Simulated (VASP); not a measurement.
# GaN (F-43m) in VASP: notebook

GaN is run at these levels: LDA; tasks: single point.

All numbers are computed with VASP 6.6.1; they aren't measurements. Logs are shortened: lines on timing, memory, paths and dates and some standing lists are left out, and cuts for length are marked.

### Step 1. The cell of the first run

It takes space group F-43m (No. 216, cubic). The conventional cell has a = 4.507 Å, b = 4.507 Å, c = 4.507 Å, α = 90.00°, β = 90.00°, γ = 90.00°. Ga (site symmetry -43m) has 4 N at 1.95 Å within 2.6 Å. N (site symmetry -43m) has 4 Ga at 1.95 Å within 2.6 Å.

### Step 2. Single point, LDA

Input file INCAR:

```
SYSTEM = GaN
PREC = Accurate
ENCUT = 1330
EDIFF = 1E-6
ISMEAR = 0
SIGMA = 0.1
LREAL = .FALSE.
LASPH = .TRUE.
NELM = 120
ALGO = Normal
ISIF = 2
LWAVE = .FALSE.
LCHARG = .FALSE.
NBANDS = 16
GGA_COMPAT = .FALSE.
```

Input file KPOINTS:

```
Automatic mesh
0
G
  8 8 8
  0 0 0
```

Input file POSCAR:

```
GaN
1.0
    0.0000000000      2.2535006100      2.2535006100
    2.2535006100      0.0000000000      2.2535006100
    2.2535006100      2.2535006100      0.0000000000
Ga N
1 1
Direct
    0.0000000000      0.0000000000      0.0000000000
    0.2500000000      0.2500000000      0.2500000000
```

Potentials or basis: VASP PAW LDA potentials, release 64 (Ga_d, N_h).

The run is started by

```bash
> cat potpaw_LDA.64/Ga_d/POTCAR potpaw_LDA.64/N_h/POTCAR > POTCAR
> mpirun -np 1 vasp_std > vasp.out
```

OUTCAR:

```text
SYSTEM = GaN
   PREC = Accurate
   ENCUT = 1330
   EDIFF = 1E-6
   ISMEAR = 0
   LREAL = .FALSE.
   LASPH = .TRUE.
   NELM = 120
   ISIF = 2

 ion  position               nearest neighbor table
   1  0.000  0.000  0.000-   2 1.95   2 1.95   2 1.95   2 1.95
   2  0.250  0.250  0.250-   1 1.95   1 1.95   1 1.95   1 1.95

  LATTYP: Found a face centered cubic cell.
 ALAT       =     4.5070012200

  Lattice vectors:

 A1 = (   0.0000000000,   2.2535006100,   2.2535006100)
 A2 = (   2.2535006100,   0.0000000000,   2.2535006100)
 A3 = (   2.2535006100,   2.2535006100,   0.0000000000)

Analysis of symmetry for initial positions (statically):
=====================================================================
 Subroutine PRICEL returns:
 Original cell was already a primitive cell.

 Routine SETGRP: Setting up the symmetry group for a
 face centered cubic supercell.

 Subroutine GETGRP returns: Found 24 space group operations
 (whereof 24 operations were pure point group operations)
 out of a pool of 48 trial point group operations.

The static configuration has the point symmetry T_d .

Analysis of symmetry for dynamics (positions and initial velocities):
=====================================================================
 Subroutine PRICEL returns:
 Original cell was already a primitive cell.

 Routine SETGRP: Setting up the symmetry group for a
 face centered cubic supercell.

 Subroutine GETGRP returns: Found 24 space group operations
 (whereof 24 operations were pure point group operations)
 out of a pool of 48 trial point group operations.

The dynamic configuration has the point symmetry T_d .

 Subroutine INISYM returns: Found 24 space group operations
 (whereof 24 operations are pure point group operations),
 and found     1 'primitive' translations

----------------------------------------------------------------------------------------

                                     Primitive cell

  volume of cell :      22.8877

  direct lattice vectors                    reciprocal lattice vectors
     0.000000000  2.253500610  2.253500610    -0.221877020  0.221877020  0.221877020
     2.253500610  0.000000000  2.253500610     0.221877020 -0.221877020  0.221877020
     2.253500610  2.253500610  0.000000000     0.221877020  0.221877020 -0.221877020

  length of vectors
     3.186931125  3.186931125  3.186931125     0.384302272  0.384302272  0.384302272

  position of ions in fractional coordinates (direct lattice)
     0.000000000  0.000000000  0.000000000
     0.250000000  0.250000000  0.250000000

[... 77 lines left out ...]
   LREAL  =      F    real-space projection
   EDIFFG = 0.1E-04   stopping-criterion for IOM
   NSW    =      0    number of steps for IOM
   IBRION =     -1    ionic relax: 0-MD 1-quasi-New 2-CG
   NFREE  =      0    steps in history (QN), initial steepest desc. (CG)
   ISIF   =      2    stress and relaxation
   ISYM   =      2    0-nonsym 1-usesym 2-fastsym
   POTIM  = 0.5000    time-step for ionic-motion
   TEBEG  =    0.0;   TEEND  =   0.0 temperature during run
   PSTRESS=    0.0 pullay stress
   NELECT =      18.0000    total number of electrons
   NUPDOWN=      -1.0000    fix difference up-down
   EMIN   =  10.00;   EMAX   =-10.00  energy-range for DOS
   EFERMI =   0.00;   METHOD = LEGACY
   ISMEAR =     0;   SIGMA  =   0.10  broadening in eV -4-tet -1-fermi 0-gaus
   EFERMI_NEDOS =   21; number of points for ismear=-14 and -15
   IALGO  =     38    algorithm
   IMIX   =      4    mixing-type and parameters
     AMIX     =   0.40;   BMIX     =  1.00
     AMIX_MAG =   1.60;   BMIX_MAG =  1.00
  volume/ion in A,a.u.               =      11.44        77.23
  Fermi-wavevector in a.u.,A,eV,Ry     =   1.511117  2.855596 31.068543  2.283473
  Thomas-Fermi vector in A             =   2.621216
   LORBIT       =      0    0 simple, 1 ext, 2 COOP (PROOUT), +10 PAW based schemes
   GGA     = CA    functional components
   LHFCALC =     F    Hartree Fock is set to
   AEXX    =    0.0000 exact exchange contribution
   IVDW    =     0    specifies the selected vdW correction
   LEPSILON=     F    determine dielectric tensor
   LRPA    =     F    only Hartree local field effects (RPA)
 non-spin polarized calculation
 Gauss-broadening in eV      SIGMA  =   0.10
  energy-cutoff  :     1330.00
  volume of cell :       22.89
 maximum number of plane-waves:      2565
 NGX is ok and might be reduce to    40
   NGX = 19   NGY = 19   NGZ = 19

 number of electron      17.9999999 magnetization

 Free energy of the ion-electron system (eV)
  ---------------------------------------------------
  ext. energy  EPLUGINS =         0.00000000
  ---------------------------------------------------
  free energy    TOTEN  =       -13.93581971 eV

  energy without entropy =      -13.93581971  energy(sigma->0) =      -13.93581971

 E-fermi :   5.7450     XC(G=0): -12.1330

 val. band max:        5.3393570864   @ k =   0.0000   0.0000   0.0000
 cond. band min:       7.0886837341   @ k =   0.0000   0.0000   0.0000
 fundamental gap:      1.7493266476
 Fermi energy:         5.7449959510

 k-point     1 :       0.0000    0.0000    0.0000
  band No.  band energies     occupation
      1     -10.4623      2.00000
      2      -8.2141      2.00000
      3      -8.2141      2.00000
      4      -8.2141      2.00000
      5      -7.8960      2.00000
      6      -7.8960      2.00000
[... 433 lines left out ...]
      3      -8.0484      2.00000
      4      -7.9164      2.00000
      5      -7.8629      2.00000
      6      -6.1748      2.00000
[... 8 lines left out ...]
     15      23.9779      0.00000
     16      26.2309      0.00000

 [... further k-points ...]

------------------------ aborting loop because EDIFF is reached ----------------------------------------

  FORCE on cell =-STRESS in cart. coord.  units (eV):
  Direction    XX          YY          ZZ          XY          YZ          ZX
  --------------------------------------------------------------------------------------
  -------------------------------------------------------------------------------------
  Total       -0.8061370     -0.8061370     -0.8061370     -0.0000000      0.0000000     -0.0000000
  in kB      -56.4308280    -56.4308280    -56.4308280     -0.0000000      0.0000000     -0.0000000
  external PRESSURE =     -56.4308280 kB  Pullay stress =       0.0000000 kB

 VOLUME and BASIS-vectors are now :
 -----------------------------------------------------------------------------
  energy-cutoff  :     1330.00
  volume of cell :       22.89
      direct lattice vectors                 reciprocal lattice vectors
     0.000000000  2.253500610  2.253500610    -0.221877020  0.221877020  0.221877020
     2.253500610  0.000000000  2.253500610     0.221877020 -0.221877020  0.221877020
     2.253500610  2.253500610  0.000000000     0.221877020  0.221877020 -0.221877020

 POSITION                                       TOTAL-FORCE (eV/Angst)
 -----------------------------------------------------------------------------------
      0.00000      0.00000      0.00000        -0.000000     -0.000000      0.000000
      1.12675      1.12675      1.12675         0.000000      0.000000     -0.000000
 -----------------------------------------------------------------------------------
    total drift:                               -0.000000     -0.000000     -0.000000

  FREE ENERGIE OF THE ION-ELECTRON SYSTEM (eV)
  ---------------------------------------------------
  free  energy   TOTEN  =       -13.9358197097 eV

  energy  without entropy=      -13.9358197097  energy(sigma->0) =      -13.93581971
```

OSZICAR:

```text
N       E                     dE             d eps       ncg     rms          rms(c)
DAV:   1     0.138209119001E+03    0.13821E+03   -0.15345E+04   976   0.357E+03
DAV:   2    -0.616902632119E+00   -0.13883E+03   -0.12675E+03  1032   0.523E+02
DAV:   3    -0.155690455155E+02   -0.14952E+02   -0.14652E+02  1032   0.109E+02
DAV:   4    -0.159186854931E+02   -0.34964E+00   -0.34912E+00  1176   0.171E+01
DAV:   5    -0.159239683207E+02   -0.52828E-02   -0.52827E-02  1120   0.183E+00    0.749E+00
DAV:   6    -0.139920135570E+02    0.19320E+01   -0.48700E+00  1368   0.399E+01    0.212E+00
DAV:   7    -0.139625774168E+02    0.29436E-01   -0.26480E-01  1008   0.618E+00    0.129E+00
DAV:   8    -0.139384841451E+02    0.24093E-01   -0.68915E-02  1120   0.278E+00    0.391E-01
DAV:   9    -0.139357787959E+02    0.27053E-02   -0.93071E-03  1384   0.208E+00    0.675E-02
DAV:  10    -0.139358279200E+02   -0.49124E-04   -0.85484E-04  1192   0.375E-01    0.200E-02
DAV:  11    -0.139358199307E+02    0.79893E-05   -0.64160E-05  1432   0.155E-01    0.560E-03
DAV:  12    -0.139358197097E+02    0.22092E-06   -0.69295E-06  1184   0.463E-02
   1 F= -.13935820E+02 E0= -.13935820E+02  d E =-.236191E-10
```

Run time: 29 s. Hardware: 1 thread of AMD EPYC 9R45 (Zen 5), shared host; peak memory 0.19 GiB.

Results:

- Free energy: -13.9358 eV
- Pressure: -5.6 GPa
- Band gap on the k mesh: 1.75 eV

Caveat: the cell stands under tension.

(Part 1 of 2 ends here.)
